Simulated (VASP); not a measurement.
Here is a VASP 6.6.1 calculation.

INCAR

```
SYSTEM = Ga3HN3
PREC = Accurate
ENCUT = 520
EDIFF = 1E-6
ISMEAR = 0
SIGMA = 0.05
LREAL = .False.
LASPH = .True.
NELM = 200
ALGO = Normal
ISIF = 2
LWAVE = .False.
LCHARG = .False.
ISPIN = 2
MAGMOM = 0 0 0 0 0 0 1
LORBIT = 11
LDIPOL = .True.
IDIPOL = 3
DIPOL = 0.5 0.5 0.348
GGA = PE
NBANDS = 40
GGA_COMPAT = .False.
NELMDL = -8
```

The input KPOINTS:

```
regular mesh
0
Gamma
  8 8 1
  0 0 0
```

The input POSCAR:

```
Ga3HN3
1.0
    3.2165072845      0.0000000000      0.0000000000
    0.0000000000      3.2165072845      0.0000000000
    0.0000000000      0.0000000000     21.2198073008
N Ga H
3 3 1
Direct
    0.0000000000      0.5000000000      0.1885031256
    0.5000000000      0.0000000000      0.2956866679
    0.0000000000      0.5000000000      0.4029970648
    0.5000000000      0.5000000000      0.2420948967
    0.0000000000      0.0000000000      0.3470972837
    0.5000000000      0.5000000000      0.4580535140
    1.0000000000      1.0000000000      0.5005000116
```

Potentials or basis: VASP PAW PBE potentials, release 64 (N, Ga_d, H).

Launch:

```console
$ cat potpaw_PBE.64/N/POTCAR potpaw_PBE.64/Ga_d/POTCAR potpaw_PBE.64/H/POTCAR > POTCAR
$ mpirun -np 1 vasp_std > vasp.out
```

Question: Predict the net moment.

Answer: 0.00 μB per cell.

Question: Estimate the largest force.

Answer: 2.176 eV/Å.

Forces on the atoms (eV/Å):
```
N    0.000  0.000  1.432
N    0.000  0.000  0.774
N    0.000  0.000 -0.085
Ga   0.000  0.000 -2.176
Ga   0.000  0.000 -0.034
Ga   0.000  0.000  0.080
H    0.000  0.000  0.010
```
